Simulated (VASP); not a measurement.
# BN (P6_3/mmc) in VASP: G0W0 quasiparticle levels with PBE

Aim: the G0W0 quasiparticle levels of BN with PBE.

All numbers are computed with VASP 6.6.1; they aren't measurements. Logs are shortened: lines on timing, memory, paths and dates and some standing lists are left out, and cuts for length are marked.

**1. The cell of the first run**

The structure is hexagonal, space group P6_3/mmc (No. 194). Conventional cell: a = 2.506 Å, b = 2.506 Å, c = 6.616 Å, α = 90.00°, β = 90.00°, γ = 120.00°. Within 1.9 Å of B (site symmetry -6m2) lie 3 N at 1.45 Å. Within 1.9 Å of N (site symmetry -6m2) lie 3 B at 1.45 Å.

**2. G0W0 quasiparticle levels, PBE**

Contents of POSCAR:

```
BN
1.0
    2.5064232185      0.0000000000      0.0000000000
   -1.2532116093      2.1706261799      0.0000000000
    0.0000000000      0.0000000000      6.6156252687
B N
2 2
Direct
    0.3333333333      0.6666666667      0.2500000000
    0.6666666667      0.3333333333      0.7500000000
    0.3333333333      0.6666666667      0.7500000000
    0.6666666667      0.3333333333      0.2500000000
```

Contents of INCAR.step1:

```
SYSTEM = BN
PREC = Accurate
ENCUT = 500
EDIFF = 1E-8
ISMEAR = 0
SIGMA = 0.01
LREAL = .False.
LASPH = .True.
NELM = 100
ALGO = Normal
LWAVE = .True.
LCHARG = .False.
GGA = PE
```

Contents of INCAR.step2:

```
SYSTEM = BN
PREC = Accurate
ENCUT = 500
EDIFF = 1E-8
ISMEAR = 0
SIGMA = 0.01
LREAL = .False.
LASPH = .True.
NELM = 1
ALGO = Exact
LWAVE = .True.
LCHARG = .False.
GGA = PE
NBANDS = 66
LOPTICS = .True.
ISTART = 1
```

Contents of INCAR.step3:

```
SYSTEM = BN
PREC = Accurate
ENCUT = 500
EDIFF = 1E-8
ISMEAR = 0
SIGMA = 0.01
LREAL = .False.
LASPH = .True.
ALGO = EVGW0
LWAVE = .False.
LCHARG = .False.
GGA = PE
NELMGW = 1
NBANDS = 66
ENCUTGW = 80.0
NOMEGA = 48
PRECFOCK = Fast
ISTART = 1
NBANDSGW = 16
```

Contents of KPOINTS:

```
Automatic mesh
0
Gamma
  6 6 2
  0 0 0
```

Potentials or basis: VASP PAW PBE potentials, release 64 (B_GW, N_GW).

Run with:

```bash
$ cat potpaw_PBE.64/B_GW/POTCAR potpaw_PBE.64/N_GW/POTCAR > POTCAR
$ cp INCAR.step1 INCAR
$ mpirun -np 1 vasp_std > vasp.out
$ cp INCAR.step2 INCAR
$ mpirun -np 1 vasp_std > vasp.out
$ cp INCAR.step3 INCAR
$ mpirun -np 1 vasp_std > vasp.out
```

OUTCAR:

```text
SYSTEM = BN
   PREC = Accurate
   ENCUT = 500
   EDIFF = 1E-8
   ISMEAR = 0
   LREAL = .False.
   LASPH = .True.
   GGA = PE
   NELMGW = 1
   ENCUTGW = 80.0
   PRECFOCK = Fast
   ISTART = 1

 ion  position               nearest neighbor table
   1  0.333  0.667  0.250-   4 1.45   4 1.45   4 1.45
   2  0.667  0.333  0.750-   3 1.45   3 1.45   3 1.45
   3  0.333  0.667  0.750-   2 1.45   2 1.45   2 1.45
   4  0.667  0.333  0.250-   1 1.45   1 1.45   1 1.45

  LATTYP: Found a hexagonal cell.
 ALAT       =     2.5064232185
 C/A-ratio  =     2.6394685542

  Lattice vectors:

 A1 = (   2.5064232185,   0.0000000000,   0.0000000000)
 A2 = (  -1.2532116093,   2.1706261799,   0.0000000000)
 A3 = (   0.0000000000,   0.0000000000,   6.6156252687)

Analysis of symmetry for initial positions (statically):
=====================================================================
 Subroutine PRICEL returns:
 Original cell was already a primitive cell.

 Routine SETGRP: Setting up the symmetry group for a
 hexagonal supercell.

 Subroutine GETGRP returns: Found 24 space group operations
 (whereof 12 operations were pure point group operations)
 out of a pool of 24 trial point group operations.

The static configuration has the point symmetry D_3d.
 The point group associated with its full space group is D_6h.

Analysis of symmetry for dynamics (positions and initial velocities):
=====================================================================
 Subroutine PRICEL returns:
 Original cell was already a primitive cell.

 Routine SETGRP: Setting up the symmetry group for a
 hexagonal supercell.

 Subroutine GETGRP returns: Found 24 space group operations
 (whereof 12 operations were pure point group operations)
 out of a pool of 24 trial point group operations.

The dynamic configuration has the point symmetry D_3d.
 The point group associated with its full space group is D_6h.

 Subroutine INISYM returns: Found 24 space group operations
 (whereof 12 operations are pure point group operations),
 and found     1 'primitive' translations

----------------------------------------------------------------------------------------

                                     Primitive cell

  volume of cell :      35.9924

  direct lattice vectors                    reciprocal lattice vectors
     2.506423219  0.000000000  0.000000000     0.398974919  0.230348277  0.000000000
    -1.253211609  2.170626180  0.000000000     0.000000000  0.460696553  0.000000000
     0.000000000  0.000000000  6.615625269     0.000000000  0.000000000  0.151157292

  length of vectors
     2.506423219  2.506423219  6.615625269     0.460696554  0.460696553  0.151157292

  position of ions in fractional coordinates (direct lattice)
     0.333333333  0.666666667  0.250000000
     0.666666667  0.333333333  0.750000000
     0.333333333  0.666666667  0.750000000
     0.666666667  0.333333333  0.250000000

  ion indices of the primitive-cell ions
   primitive index   ion index
                 1           1
                 2           2
                 3           3
                 4           4

----------------------------------------------------------------------------------------

 KPOINTS: Automatic mesh

Automatic generation of k-mesh.
 Grid dimensions read from file:
 generate k-points for:    6    6    2

 Generating k-lattice:

  Cartesian coordinates                     Fractional coordinates (reciprocal lattice)
     0.066495820  0.038391379  0.000000000     0.166666667  0.000000000  0.000000000
     0.000000000  0.076782759  0.000000000     0.000000000  0.166666667  0.000000000
     0.000000000  0.000000000  0.075578646     0.000000000  0.000000000  0.500000000

  Length of vectors
     0.076782759  0.076782759  0.075578646

  Shift w.r.t. Gamma in fractional coordinates (k-lattice)
     0.000000000  0.000000000  0.000000000

 Subroutine IBZKPT returns following result:
 ===========================================

 Found     14 irreducible k-points:

 Following reciprocal coordinates:
            Coordinates               Weight
  0.000000  0.000000  0.000000      1.000000
  0.166667  0.000000  0.000000      6.000000
  0.333333  0.000000  0.000000      6.000000
  0.500000  0.000000  0.000000      3.000000
  0.166667  0.166667  0.000000      6.000000
  0.333333  0.166667  0.000000     12.000000
  0.333333  0.333333  0.000000      2.000000
  0.000000  0.000000  0.500000      1.000000
  0.166667  0.000000  0.500000      6.000000
  0.333333  0.000000  0.500000      6.000000
  0.500000  0.000000  0.500000      3.000000
  0.166667  0.166667  0.500000      6.000000
  0.333333  0.166667  0.500000     12.000000
  0.333333  0.333333  0.500000      2.000000
   k-points           NKPTS =     14   k-points in BZ     NKDIM =     72   number of bands    NBANDS=     66
   number of dos      NEDOS =    301   number of ions     NIONS =      4
   total plane-waves  NPLWV =  15552
   dimension x,y,z NGX =    18 NGY =   18 NGZ =   48
   dimension x,y,z NGXF=    36 NGYF=   36 NGZF=   96
   ions per type =               2   2
   NGX,Y,Z   is equivalent  to a cutoff of  11.94, 11.94, 12.06 a.u.
   NGXF,Y,Z  is equivalent  to a cutoff of  23.88, 23.88, 24.12 a.u.
 SYSTEM =  BN
   PREC   = accura    normal or accurate (medium, high low for compatibility)
   ISTART =      1    job   : 0-new  1-cont  2-samecut
   ICHARG =      0    charge: 1-file 2-atom 10-const
   ISPIN  =      1    spin polarized calculation?
   LNONCOLLINEAR =      F non collinear calculations
   LSORBIT =      F    spin-orbit coupling
   LASPH  =      T    aspherical Exc in radial PAW
   ENCUT  =  500.0 eV  36.75 Ry    6.06 a.u.   4.57  4.57 12.06*2*pi/ulx,y,z
   NELM   =     60;   NELMIN=  2; NELMDL=  0     # of ELM steps
   EDIFF  = 0.1E-07   stopping-criterion for ELM
   LREAL  =      F    real-space projection
   EDIFFG = 0.1E-06   stopping-criterion for IOM
   NSW    =      0    number of steps for IOM
   IBRION =     -1    ionic relax: 0-MD 1-quasi-New 2-CG
   NFREE  =      0    steps in history (QN), initial steepest desc. (CG)
   ISIF   =      0    stress and relaxation
   ISYM   =      3    0-nonsym 1-usesym 2-fastsym
   POTIM  = 0.5000    time-step for ionic-motion
   TEBEG  =    0.0;   TEEND  =   0.0 temperature during run
   PSTRESS=    0.0 pullay stress
   NELECT =      16.0000    total number of electrons
   NUPDOWN=      -1.0000    fix difference up-down
   EMIN   =  10.00;   EMAX   =-10.00  energy-range for DOS
   EFERMI =   0.00;   METHOD = LEGACY
   ISMEAR =     0;   SIGMA  =   0.01  broadening in eV -4-tet -1-fermi 0-gaus
   EFERMI_NEDOS =   21; number of points for ismear=-14 and -15
   IALGO  =     38    algorithm
   IMIX   =      4    mixing-type and parameters
     AMIX     =   0.40;   BMIX     =  1.00
     AMIX_MAG =   1.60;   BMIX_MAG =  1.00
  volume/ion in A,a.u.               =       9.00        60.72
  Fermi-wavevector in a.u.,A,eV,Ry     =   1.249428  2.361077 21.239665  1.561071
  Thomas-Fermi vector in A             =   2.383469
   LORBIT       =      0    0 simple, 1 ext, 2 COOP (PROOUT), +10 PAW based schemes
   GGA     = PE    functional components
   LHFCALC =     T    Hartree Fock is set to
   PRECFOCK=fast      Normal, Fast or Accurate (Low or Medium for compatibility)
   ENCUT4O =  -1.0   cutoff for four orbital integrals eV
   NKREDX  =     1    reduce k-point grid by
   NKREDY  =     1    reduce k-point grid by
   NKREDZ  =     1    reduce k-point grid by
   AEXX    =    1.0000 exact exchange contribution
   HFSCREEN=    0.0000 screening length (either q_TF or 0.3 A-1)
   HFSCREENC=   0.0000 screening length for correlation (either q_TF or 0.3 A-1)
   ENCUTFOCK=  -1.0 apply spherical cutoff to Coloumb kernel
   IVDW    =     0    specifies the selected vdW correction
   LEPSILON=     F    determine dielectric tensor
   LRPA    =     F    only Hartree local field effects (RPA)
   LRPAFORCE           =     F    calculate RPA forces
   ENCUTGW             =  80.0    cutoff for response function in eV
   ENCUTGWSOFT         =  64.0    soft cutoff for Coulomb kernel in GW response function in eV
   ENCUTLF             =  -1.0    cutoff for local field effects
   NELMGW              =     1    number of iterations in solving QP/BSE equation
   NELMHF              =     1    number of iterations in the inner HF iteration
   NKREDLFX            =     1    NKREDLFY  =   1   NKREDLFZ  =   1
 non-spin polarized calculation
 Gauss-broadening in eV      SIGMA  =   0.01
  energy-cutoff  :      500.00
  volume of cell :       35.99
 maximum number of plane-waves:       942
  NGX = 12; NGY = 12; NGZ = 32
   NGX =  9   NGY =  9   NGZ = 25
 maximum number of plane-waves:        68
 NGX is ok and might be reduce to    10

 QP shifts <psi_nk| G(iteration)W_0 |psi_nk>: iteration 1
 for sc-GW calculations column KS-energies equals QP-energies in previous step
 and V_xc(KS)=  KS-energies - (<T + V_ion + V_H > + <T+V_H+V_ion>^1  + <V_x>^1)

 k-point   1 :       0.0000    0.0000    0.0000
  band No.  KS-energies  QP-energies   sigma(KS)   V_xc(KS)     V^pw_x(r,r')   Z            occupation Imag(sigma)

      1     -15.4609     -17.0947     -18.1840     -15.9328     -26.5999       0.7258       2.0000       1.3111
      2     -15.1582     -16.7609     -18.4837     -16.2731     -26.8637       0.7250       2.0000       1.2400
      3      -3.8869      -5.0944     -13.9879     -12.3411     -18.2295       0.7332       2.0000       0.3842
      4      -1.7205      -2.6755     -15.6925     -14.4215     -19.5237       0.7514       2.0000       0.2209
      5       0.9911       0.3837     -18.9058     -18.1412     -22.6031       0.7944       2.0000       0.1190
      6       0.9911       0.3837     -18.9058     -18.1412     -22.6031       0.7944       2.0000       0.1190
[... 8 lines left out ...]
     15      14.5314      16.0019     -12.4480     -14.3399      -7.1165       0.7773       0.0000      -0.2477
     16      15.3396      17.2230     -12.3697     -14.8561      -6.0455       0.7575       0.0000      -0.6623

 k-point   2 :       0.1667    0.0000    0.0000
  band No.  KS-energies  QP-energies   sigma(KS)   V_xc(KS)     V^pw_x(r,r')   Z            occupation Imag(sigma)

      1     -14.9255     -16.5601     -18.3009     -16.0713     -26.5620       0.7331       2.0000       1.2599
      2     -14.6417     -16.2453     -18.5840     -16.3956     -26.8151       0.7328       2.0000       1.1960
      3      -3.1488      -4.3209     -14.1081     -12.5224     -18.0918       0.7391       2.0000       0.3199
      4      -1.0640      -1.9707     -15.8066     -14.6114     -19.4248       0.7587       2.0000       0.1938
      5      -0.9818      -1.8204     -18.4148     -17.3392     -22.4530       0.7797       2.0000       0.1509
      6      -0.9399      -1.7698     -18.4393     -17.3772     -22.4608       0.7815       2.0000       0.1496
[... 8 lines left out ...]
     15      16.1547      17.8230     -12.5068     -14.6630      -7.0911       0.7737       0.0000      -0.3233
     16      16.1801      18.3582     -12.0884     -14.8485      -7.1779       0.7891       0.0000      -0.1834
[... 208 lines left out ...]
      5      -2.9617      -3.9487     -17.8548     -16.5632     -22.3030       0.7642       2.0000       0.1923
      6      -2.9617      -3.9487     -17.8548     -16.5632     -22.3030       0.7642       2.0000       0.1923
[... 8 lines left out ...]
     15      18.5015      19.8014      -9.6343     -11.2516      -4.4746       0.8038       0.0000      -0.3770
     16      18.5015      19.8014      -9.6343     -11.2516      -4.4746       0.8038       0.0000      -0.3770

 k-point  14 :       0.3333    0.3333    0.5000
  band No.  KS-energies  QP-energies   sigma(KS)   V_xc(KS)     V^pw_x(r,r')   Z            occupation Imag(sigma)

      1     -11.6498     -13.1948     -19.5935     -17.6287     -27.1625       0.7863       2.0000       1.0044
      2     -11.6498     -13.1948     -19.5935     -17.6287     -27.1625       0.7863       2.0000       1.0044
      3      -5.5515      -6.6172     -17.0232     -15.5803     -21.9774       0.7386       2.0000       0.3174
      4      -5.5515      -6.6172     -17.0232     -15.5803     -21.9774       0.7386       2.0000       0.3174
      5      -4.8270      -6.0592     -17.5218     -15.8652     -22.4916       0.7438       2.0000       0.2590
      6      -4.8270      -6.0592     -17.5218     -15.8652     -22.4916       0.7438       2.0000       0.2590
[... 8 lines left out ...]
     15      19.9708      21.4969     -10.9515     -12.8484      -5.8555       0.8045       0.0000      -0.3629
     16      19.9708      21.4969     -10.9515     -12.8484      -5.8555       0.8045       0.0000      -0.3629
```

Wall time 2.9 min (1 thread of Intel Xeon Platinum 8375C at 2.90GHz (Ice Lake), shared host); peak memory 0.41 GiB.

What came out:

- Quasiparticle gap: 5.66 eV
- Least direct quasiparticle gap: 6.14 eV
- Band gap of the starting levels on the mesh: 4.28 eV
- Least direct gap of the starting levels on the mesh: 4.65 eV

Caveat: the k points lie up to 0.48 Å⁻¹ apart; bands, screening cutoff and mesh are small and nothing is extrapolated, so the quasiparticle values aren't converged.
